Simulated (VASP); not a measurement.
# AlN (Fm-3m) in VASP: further runs, part 2 of 3

VASP 6.6.1. The steps go on from the part before.

**4. Relaxation of cell and atoms, PBEsol**

The COD entry that gives the cell may itself be a prediction, so a difference from it is no test against experiment.

This run uses another cell than the first one, of 7.63 Å³/atom, 0.956 times its volume.

Input file INCAR:

```
SYSTEM = AlN
PREC = Accurate ; ENCUT = 600
EDIFF = 1E-6 ; ISMEAR = 0
SIGMA = 0.01 ; LREAL = .FALSE.
LASPH = .TRUE. ; NELM = 100
ALGO = Normal ; ISIF = 3
LWAVE = .FALSE. ; LCHARG = .FALSE.
GGA = PS ; IBRION = 2
NSW = 80 ; EDIFFG = -0.01
```

Input file KPOINTS:

```
Automatic mesh
0
G
  8 8 8
  0 0 0
```

Input file POSCAR:

```
AlN
1.0
    0.0000000000      1.9690000000      1.9690000000
    1.9690000000      0.0000000000      1.9690000000
    1.9690000000      1.9690000000      0.0000000000
Al N
1 1
Direct
    0.0000000000      0.0000000000      0.0000000000
    0.5000000000      0.5000000000      0.5000000000
```

Potentials or basis: VASP PAW PBE potentials, release 64 (Al, N).

Command:

```console
$ cat potpaw_PBE.64/Al/POTCAR potpaw_PBE.64/N/POTCAR > POTCAR
$ mpirun -np 1 vasp_std > vasp.out
```

OUTCAR:

```text
SYSTEM = AlN
   PREC = Accurate
   ENCUT = 600
   EDIFF = 1E-6
   ISMEAR = 0
   LREAL = .FALSE.
   LASPH = .TRUE.
   NELM = 100
   ISIF = 3
   GGA = PS
   IBRION = 2
   NSW = 80
   EDIFFG = -0.01

 ion  position               nearest neighbor table
   1  0.000  0.000  0.000-   2 1.97   2 1.97   2 1.97   2 1.97   2 1.97   2 1.97
   2  0.500  0.500  0.500-   1 1.97   1 1.97   1 1.97   1 1.97   1 1.97   1 1.97

  LATTYP: Found a face centered cubic cell.
 ALAT       =     3.9380000000

  Lattice vectors:

 A1 = (   0.0000000000,   1.9690000000,   1.9690000000)
 A2 = (   1.9690000000,   0.0000000000,   1.9690000000)
 A3 = (   1.9690000000,   1.9690000000,   0.0000000000)

Analysis of symmetry for initial positions (statically):
=====================================================================
 Subroutine PRICEL returns:
 Original cell was already a primitive cell.

 Routine SETGRP: Setting up the symmetry group for a
[... 178 lines left out ...]

 k-point     1 :       0.0000    0.0000    0.0000
  band No.  band energies     occupation
      1      -7.3462      2.00000
      2      10.9500      2.00000
      3      10.9500      2.00000
      4      10.9500      2.00000
      5      17.8049      0.00000
      6      23.2203      0.00000
      7      23.2203      0.00000
      8      23.2203      0.00000
[... 360 lines left out ...]
--------------------------------------- Ionic step        4  -------------------------------------------

 number of electron       7.9999999 magnetization

 Free energy of the ion-electron system (eV)
  ---------------------------------------------------
  ext. energy  EPLUGINS =         0.00000000
  ---------------------------------------------------
  free energy    TOTEN  =       -15.44819707 eV

  energy without entropy =      -15.44819707  energy(sigma->0) =      -15.44819707

 E-fermi :   9.9726     XC(G=0): -12.4507

 val. band max:        9.8824162385   @ k =   0.0000   0.0000   0.0000
 cond. band min:      14.4335749519   @ k =   0.5000   0.5000   0.0000
 fundamental gap:      4.5511587134
 Fermi energy:         9.9725745583

 k-point     1 :       0.0000    0.0000    0.0000
  band No.  band energies     occupation
      1      -7.6655      2.00000
      2       9.8824      2.00000
      3       9.8824      2.00000
      4       9.8824      2.00000
      5      15.5472      0.00000
      6      21.9067      0.00000
      7      21.9067      0.00000
      8      21.9067      0.00000
[... 282 lines left out ...]
  FREE ENERGIE OF THE ION-ELECTRON SYSTEM (eV)
  ---------------------------------------------------
  free  energy   TOTEN  =       -15.4481970661 eV

  energy  without entropy=      -15.4481970661  energy(sigma->0) =      -15.44819707

 reached required accuracy - stopping structural energy minimisation
```

OSZICAR:

```text
N       E                     dE             d eps       ncg     rms          rms(c)
DAV:   1     0.135054471546E+02    0.13505E+02   -0.49127E+03   488   0.998E+02
DAV:   2    -0.166367827369E+02   -0.30142E+02   -0.28666E+02   648   0.179E+02
DAV:   3    -0.170586555558E+02   -0.42187E+00   -0.42187E+00   584   0.245E+01
DAV:   4    -0.170593140258E+02   -0.65847E-03   -0.65847E-03   632   0.892E-01
[... 25 lines left out ...]
       N       E                     dE             d eps       ncg     rms          rms(c)
DAV:   1    -0.154482495252E+02   -0.68205E-04   -0.14830E-03   504   0.364E-01    0.531E-02
DAV:   2    -0.154481986554E+02    0.50870E-04   -0.26274E-04   504   0.120E-01    0.140E-02
DAV:   3    -0.154481974978E+02    0.11576E-05   -0.54717E-06   552   0.242E-02    0.437E-03
DAV:   4    -0.154481970661E+02    0.43171E-06   -0.16953E-07   232   0.429E-03
   4 F= -.15448197E+02 E0= -.15448197E+02  d E =-.914212E-01
```

CONTCAR:

```text
AlN
   1.00000000000000
     0.0000000000000000    2.0218773841194886    2.0218773841194886
     2.0218773841194886    0.0000000000000000    2.0218773841194886
     2.0218773841194886    2.0218773841194886   -0.0000000000000000
  Al              N
     1     1
Direct
     0.0000000000000000    0.0000000000000000    0.0000000000000000
     0.5000000000000000    0.5000000000000000    0.5000000000000000

  0.00000000E+00  0.00000000E+00  0.00000000E+00
  0.00000000E+00  0.00000000E+00  0.00000000E+00
```

It took 6.4 s on 1 thread of Intel Xeon Platinum 8488C (Sapphire Rapids), shared host; peak memory 0.13 GiB.

Results:

```yaml
Free_energy: -15.4482 eV
Relaxed_volume: 8.27 Å³/atom
Relaxed_cell: a = 2.859 Å, b = 2.859 Å, c = 2.859 Å, α = 60.00°, β = 60.00°, γ = 60.00°
Space_group_after_relaxing_to_0.05_Å: Fm-3m (No. 225)
Energy_gained_by_relaxing: 45.7 meV/atom
Ionic_steps: 4
Pressure_after_relaxing: 0.1 GPa
Band_gap_on_the_k_mesh: 4.55 eV, indirect (least direct gap 5.66 eV)
```

Step by step:
```
step  energy change (eV)  largest force (eV/Å)  pressure (GPa)  volume (Å³)
   1              0.0000                0.0000           24.63        15.27
   2              0.0017                0.0000          -18.88        18.01
   3             -0.0914                0.0000           -0.26        16.56
   4             -0.0914                0.0000            0.11        16.53
```

Final structure:
```
CELL_PARAMETERS angstrom
0.00000 2.02188 2.02188
2.02188 0.00000 2.02188
2.02188 2.02188 0.00000
ATOMIC_POSITIONS crystal
Al 0.00000 0.00000 0.00000
N 0.50000 0.50000 0.50000
```

Levels at points of the mesh, in eV from the valence-band top:
```tsv
k point	band 1	band 2	band 3	band 4	band 5	band 6	band 7	band 8
(0.00, 0.00, 0.00)	-17.55	0.00	0.00	0.00	5.66	12.02	12.02	12.02
(0.50, 0.00, 0.00)	-14.25	-8.36	-1.09	-1.09	6.04	10.90	10.90	13.25
(0.50, 0.50, 0.00)	-13.25	-7.45	-2.82	-2.82	4.55	5.14	13.96	17.16
```

Caveat: the PAW data sets were made with another functional, which shifts forces and pressure a little. A k mesh can miss the band edges.

**5. Relaxation of cell and atoms, PBEsol, target pressure 2 GPa, at which the enthalpy is minimised**

This run uses another cell than the first one, of 7.63 Å³/atom, 0.956 times its volume.

Input file INCAR:

```
SYSTEM = AlN
PREC = Accurate ; ENCUT = 600
EDIFF = 1E-6 ; ISMEAR = 0
SIGMA = 0.01 ; LREAL = .False.
LASPH = .True. ; NELM = 80
ALGO = Normal ; ISIF = 3
LWAVE = .False. ; LCHARG = .False.
GGA = PS ; IBRION = 2
NSW = 80 ; EDIFFG = -0.01
PSTRESS = 20.0
```

Input file KPOINTS:

```
regular mesh
0
Gamma
  8 8 8
  0 0 0
```

POSCAR is that of step 4.

Command:

```console
$ cat potpaw_PBE.64/Al/POTCAR potpaw_PBE.64/N/POTCAR > POTCAR
$ mpirun -np 1 vasp_std > vasp.out
```

It took 6.5 s on 1 thread of Intel Xeon Platinum 8488C (Sapphire Rapids), shared host; peak memory 0.13 GiB.

The run converged. Its results:

```
Free energy                                            : -15.4473 eV
Relaxed volume                                         : 8.20 Å³/atom
Relaxed cell                                           : a = 2.852 Å, b = 2.852 Å, c = 2.852 Å, α = 60.00°, β = 60.00°, γ = 60.00°
Space group after relaxing (to 0.05 Å)                 : Fm-3m (No. 225)
Energy change on relaxing (the enthalpy is what falls) : -45.3 meV/atom
Ionic steps                                            : 4
Pressure after relaxing                                : 2.1 GPa
Band gap on the k mesh                                 : 4.62 eV, indirect (least direct gap 5.77 eV)
```

Step by step:
```tsv
step	energy change (eV)	largest force (eV/Å)	pressure (GPa)	volume (Å³)
1	0.0000	0.0000	24.63	15.27
2	-0.0241	0.0000	-16.41	17.78
3	-0.0909	0.0000	1.76	16.43
4	-0.0906	0.0000	2.11	16.41
```

Final structure:
```xyz
2
Lattice="0.0000 2.0168 2.0168 2.0168 0.0000 2.0168 2.0168 2.0168 0.0000" Properties=species:S:1:pos:R:3 pbc="T T T"
Al    0.0000    0.0000    0.0000
N     2.0168    2.0168    2.0168
```

Levels at points of the mesh, in eV from the valence-band top:
```tsv
k point	band 1	band 2	band 3	band 4	band 5	band 6	band 7	band 8
(0.00, 0.00, 0.00)	-17.62	0.00	0.00	0.00	5.77	12.05	12.05	12.05
(0.50, 0.00, 0.00)	-14.29	-8.41	-1.10	-1.10	6.09	10.96	10.96	13.36
(0.50, 0.50, 0.00)	-13.28	-7.50	-2.84	-2.84	4.62	5.13	14.05	17.27
```

Caveat: the cell is relaxed towards a set pressure, so the enthalpy falls and the energy may rise; the PAW data sets were made with another functional, which shifts forces and pressure a little.

**6. Relaxation of cell and atoms, PBEsol, target pressure 5 GPa, at which the enthalpy is minimised**

This run uses another cell than the first one, of 7.63 Å³/atom, 0.956 times its volume.

Input file INCAR:

```
SYSTEM = AlN
ALGO = Normal
EDIFF = 1E-6
EDIFFG = -0.01
ENCUT = 600
GGA = PS
IBRION = 2
ISIF = 3
ISMEAR = 0
LASPH = .True.
LCHARG = .False.
LREAL = .False.
LWAVE = .False.
NELM = 60
NSW = 80
PREC = Accurate
PSTRESS = 50.0
SIGMA = 0.01
```

Input file KPOINTS:

```
k-points
0
Gamma
  8 8 8
  0 0 0
```

POSCAR is that of step 5.

Potentials or basis: VASP PAW PBE potentials, release 64 (Al, N).

Command:

```console
$ cat potpaw_PBE.64/Al/POTCAR potpaw_PBE.64/N/POTCAR > POTCAR
$ mpirun -np 1 vasp_std > vasp.out
```

OUTCAR:

```text
SYSTEM = AlN
   EDIFF = 1E-6
   EDIFFG = -0.01
   ENCUT = 600
   GGA = PS
   IBRION = 2
   ISIF = 3
   ISMEAR = 0
   LASPH = .True.
   LREAL = .False.
   NELM = 60
   NSW = 80
   PREC = Accurate
   PSTRESS = 50.0

 ion  position               nearest neighbor table
   1  0.000  0.000  0.000-   2 1.97   2 1.97   2 1.97   2 1.97   2 1.97   2 1.97
   2  0.500  0.500  0.500-   1 1.97   1 1.97   1 1.97   1 1.97   1 1.97   1 1.97

  LATTYP: Found a face centered cubic cell.
 ALAT       =     3.9380000000

  Lattice vectors:

 A1 = (   0.0000000000,   1.9690000000,   1.9690000000)
 A2 = (   1.9690000000,   0.0000000000,   1.9690000000)
 A3 = (   1.9690000000,   1.9690000000,   0.0000000000)

Analysis of symmetry for initial positions (statically):
=====================================================================
 Subroutine PRICEL returns:
 Original cell was already a primitive cell.

 Routine SETGRP: Setting up the symmetry group for a
 face centered cubic supercell.

 Subroutine GETGRP returns: Found 48 space group operations
 (whereof 48 operations were pure point group operations)
 out of a pool of 48 trial point group operations.

The static configuration has the point symmetry O_h .

Analysis of symmetry for dynamics (positions and initial velocities):
[... 166 lines left out ...]
  Direction    XX          YY          ZZ          XY          YZ          ZX
  --------------------------------------------------------------------------------------
  -------------------------------------------------------------------------------------
  Total        2.3470983      2.3470983      2.3470983      0.0000000      0.0000000     -0.0000000
  in kB      246.3058393    246.3058393    246.3058393      0.0000000      0.0000000     -0.0000000
  external PRESSURE =     196.3058393 kB  Pullay stress =      50.0000000 kB
[... 25 lines left out ...]
--------------------------------------- Ionic step        2  -------------------------------------------

 number of electron       8.0000001 magnetization

 E-fermi :   9.3501     XC(G=0): -12.2038

 val. band max:        9.2110847659   @ k =   0.0000   0.0000   0.0000
 cond. band min:      13.2698914210   @ k =   0.5000   0.5000   0.0000
 fundamental gap:      4.0588066551
 Fermi energy:         9.3501493493

 k-point     1 :       0.0000    0.0000    0.0000
  band No.  band energies     occupation
      1      -7.8642      2.00000
      2       9.2111      2.00000
      3       9.2111      2.00000
      4       9.2111      2.00000
      5      14.1357      0.00000
      6      21.0674      0.00000
      7      21.0674      0.00000
      8      21.0674      0.00000
[... 328 lines left out ...]
--------------------------------------- Ionic step        4  -------------------------------------------

 number of electron       7.9999999 magnetization

 Free energy of the ion-electron system (eV)
  ---------------------------------------------------
  ext. energy  EPLUGINS =         0.00000000
  ---------------------------------------------------
  free energy    TOTEN  =       -15.44338040 eV

  energy without entropy =      -15.44338040  energy(sigma->0) =      -15.44338040

 E-fermi :  10.2598     XC(G=0): -12.5372

 val. band max:       10.1214723259   @ k =   0.0000   0.0000   0.0000
 cond. band min:      14.8488498244   @ k =   0.5000   0.5000   0.0000
 fundamental gap:      4.7273774985
 Fermi energy:        10.2597986737

 k-point     1 :       0.0000    0.0000    0.0000
  band No.  band energies     occupation
      1      -7.5945      2.00000
      2      10.1215      2.00000
      3      10.1215      2.00000
      4      10.1215      2.00000
      5      16.0520      0.00000
      6      22.2034      0.00000
      7      22.2034      0.00000
      8      22.2034      0.00000
[... 286 lines left out ...]
  energy  without entropy=      -15.4433804029  energy(sigma->0) =      -15.44338040

  enthalpy is  TOTEN    =       -14.9368489083 eV   P V=        0.5065314946

 reached required accuracy - stopping structural energy minimisation
```

CONTCAR:

```text
AlN
   1.00000000000000
     0.0000000000000000    2.0095817529761479    2.0095817529761484
     2.0095817529761479    0.0000000000000000    2.0095817529761484
     2.0095817529761479    2.0095817529761479   -0.0000000000000000
  Al              N
     1     1
Direct
     0.0000000000000000    0.0000000000000000    0.0000000000000000
     0.5000000000000000    0.5000000000000000    0.5000000000000000

  0.00000000E+00  0.00000000E+00  0.00000000E+00
  0.00000000E+00  0.00000000E+00  0.00000000E+00
```

Wall time 6.5 s (1 thread of Intel Xeon Platinum 8488C (Sapphire Rapids), shared host); peak memory 0.13 GiB.

What came out:

| Quantity | Value |
| --- | --- |
| Free energy | -15.4434 eV |
| Relaxed volume | 8.12 Å³/atom |
| Relaxed cell | a = 2.842 Å, b = 2.842 Å, c = 2.842 Å, α = 60.00°, β = 60.00°, γ = 60.00° |
| Space group after relaxing (to 0.05 Å) | Fm-3m (No. 225) |
| Energy change on relaxing (the enthalpy is what falls) | -43.3 meV/atom |
| Ionic steps | 4 |
| Pressure after relaxing | 5.1 GPa |
| Band gap on the k mesh | 4.73 eV, indirect (least direct gap 5.93 eV) |

The path:
```
step  energy change (eV)  largest force (eV/Å)  pressure (GPa)  volume (Å³)
   1              0.0000                0.0000           24.63        15.27
   2             -0.0554                0.0000          -12.40        17.43
   3             -0.0872                0.0000            4.80        16.25
   4             -0.0866                0.0000            5.11        16.23
```

Final structure:
```yaml
crystal:
  lattice:
    - [0.00000, 2.00958, 2.00958]
    - [2.00958, 0.00000, 2.00958]
    - [2.00958, 2.00958, 0.00000]
  atoms:
    - { symbol: Al, position: [0.00000, 0.00000, 0.00000] }
    - { symbol: N, position: [0.50000, 0.50000, 0.50000] }
```

Caveat: the cell is relaxed towards a set pressure, so the enthalpy falls and the energy may rise; the PAW data sets were made with another functional, which shifts forces and pressure a little. Zero-point motion and thermal expansion aren't in these numbers.

[end of part 2 of 3]
